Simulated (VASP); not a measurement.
The system is MgInN.

```xyz
6
Lattice="3.5893 0.0000 0.0000 0.0000 3.5893 0.0000 0.0000 0.0000 7.3313" Properties=species:S:1:pos:R:3 pbc="T T T"
Mg    0.0000    1.7946    1.0630
Mg    1.7946    0.0000    6.2683
In    0.0000    1.7946    4.8387
In    1.7946    0.0000    2.4926
N     0.0000    0.0000    0.0000
N     1.7946    1.7946    0.0000
```

| Property | Result |
| --- | --- |
| Program | VASP 6.6.1 |
| Task | relaxation of cell and atoms |
| Functional | PBE |
| Potentials or basis | VASP PAW PBE potentials, release 64 (Mg, In_d, N) |
| Cutoff | 600 eV |
| k mesh | 6 × 6 × 4 |
| Occupations | gaussian, width 0.1 eV |
| Spin | no spin polarisation |

At the start: pressure 8.4 GPa; volume 15.74 Å³/atom.

Q: How do energy, volume and symmetry change on relaxing?

A: Over 24 steps the energy falls by 289.1 meV/atom and the volume is 17.14 Å³/atom (+8.9 %); space group P4/nmm (No. 129, to 0.1 Å) before and after.

Step by step:
| step | energy change (eV) | largest force (eV/Å) | pressure (GPa) | volume (Å³) |
| --- | --- | --- | --- | --- |
| 1 | 0.0000 | 1.0794 | 8.38 | 94.45 |
| 2 | -0.4768 | 1.3321 | -0.59 | 106.13 |
| 3 | -0.5010 | 1.4447 | -2.58 | 110.05 |
| 4 | -0.7819 | 1.1411 | -1.48 | 110.04 |
| 5 | -1.3011 | 0.1533 | 1.92 | 109.79 |
| 6 | -0.7100 | 2.4060 | 5.69 | 108.17 |
| 7 | -1.3880 | 0.1297 | 2.10 | 109.62 |
| 8 | -1.4208 | 0.8210 | 3.84 | 109.03 |
| 9 | -1.4666 | 0.3090 | 2.92 | 109.36 |
| 10 | -1.5422 | 0.5451 | -0.93 | 114.35 |
| 11 | -1.5632 | 0.4366 | 0.15 | 112.80 |
| 12 | -1.5891 | 0.3278 | -0.20 | 112.48 |
| 13 | -1.6335 | 0.1116 | -1.26 | 111.50 |
| 14 | -1.6659 | 0.0933 | -0.67 | 109.14 |
| 15 | -1.7082 | 0.1507 | 0.92 | 103.97 |
| 16 | -1.7109 | 0.2107 | 1.67 | 101.94 |
| 17 | -1.7242 | 0.1694 | 1.14 | 101.43 |
| 18 | -1.7257 | 0.1491 | 0.87 | 101.13 |
| 19 | -1.7308 | 0.0742 | 0.30 | 102.04 |
| 20 | -1.7319 | 0.0922 | -0.08 | 102.66 |
| 21 | -1.7319 | 0.0944 | -0.13 | 102.74 |
| 22 | -1.7327 | 0.0843 | -0.07 | 102.72 |
| 23 | -1.7338 | 0.0520 | 0.13 | 102.64 |
| 24 | -1.7346 | 0.0338 | 0.01 | 102.83 |

Final structure:
```yaml
crystal:
  lattice:
    - [4.11547, 0.00000, 0.00000]
    - [0.00000, 4.11547, 0.00000]
    - [0.00000, 0.00000, 6.07112]
  atoms:
    - { symbol: Mg, position: [0.00000, 0.50000, 0.09240] }
    - { symbol: Mg, position: [0.50000, 0.00000, 0.90760] }
    - { symbol: In, position: [0.00000, 0.50000, 0.63601] }
    - { symbol: In, position: [0.50000, 0.00000, 0.36399] }
    - { symbol: N, position: [0.00000, 0.00000, 0.00000] }
    - { symbol: N, position: [0.50000, 0.50000, 0.00000] }
```

Caveat: a cell axis changed by over 15 % at a fixed basis, so the end point is rough.
